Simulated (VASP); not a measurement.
Set up this calculation in VASP 6.6.1, as the native input.

```
Task                   : single point
Functional             : PBE
Dispersion             : D3(BJ)
Potentials or basis    : VASP PAW PBE potentials, release 64 (Na_pv, I)
Cutoff                 : 520 eV
k mesh                 : 6 × 8 × 4
Occupations            : gaussian, width 0.05 eV
Spin                   : no spin polarisation
Dipole correction      : no
Further INCAR settings : ALGO = Normal; EDIFF = 1e-07; NBANDS = 22
```

The structure of NaI lies in POSCAR:

```
NaI
1.0
    4.7722534545      0.0000000000     -0.2386126727
    0.0000000000      4.1018944388      0.0000000000
   -0.3386889191      0.0000000000      6.7737783826
Na I
2 2
Direct
    0.2500000000      0.5000000000      0.2499880837
    0.7500000000      0.5000000000      0.7500119163
    0.2500000000      0.0000000000      0.7499134626
    0.7500000000      0.0000000000      0.2500865374
```

This cell differs from its parent crystal: engineering shear strain xz -0.1000, normal strain along z +0.0000.

One way to write it, as run:

INCAR

```
ALGO = Normal ; EDIFF = 1E-7
ENCUT = 520 ; GGA = PE
ISIF = 2 ; ISMEAR = 0
IVDW = 12 ; LASPH = T
LCHARG = F ; LREAL = F
LWAVE = F ; NBANDS = 22
NELM = 60 ; PREC = Accurate
SIGMA = 0.05
```

KPOINTS

```
k-points
0
Gamma
  6 8 4
```

Potentials or basis: VASP PAW PBE potentials, release 64 (Na_pv, I).

The run is started by

```sh
$ cat potpaw_PBE.64/Na_pv/POTCAR potpaw_PBE.64/I/POTCAR > POTCAR
$ mpirun -np 1 vasp_std > vasp.out
```

It gave:

- Pressure: 0.1 GPa
- Band gap on the k mesh: 2.25 eV
- Dispersion energy per atom: -0.260 eV

Caveat: the cell differs from its parent crystal (engineering shear strain xz -0.1000, normal strain along z +0.0000); spin-orbit coupling is left out, which moves the levels of the heavy elements.

Wall time 4.5 min on 1 thread of Intel Xeon 8259CL, with other jobs on the host, peak memory 0.35 GiB.
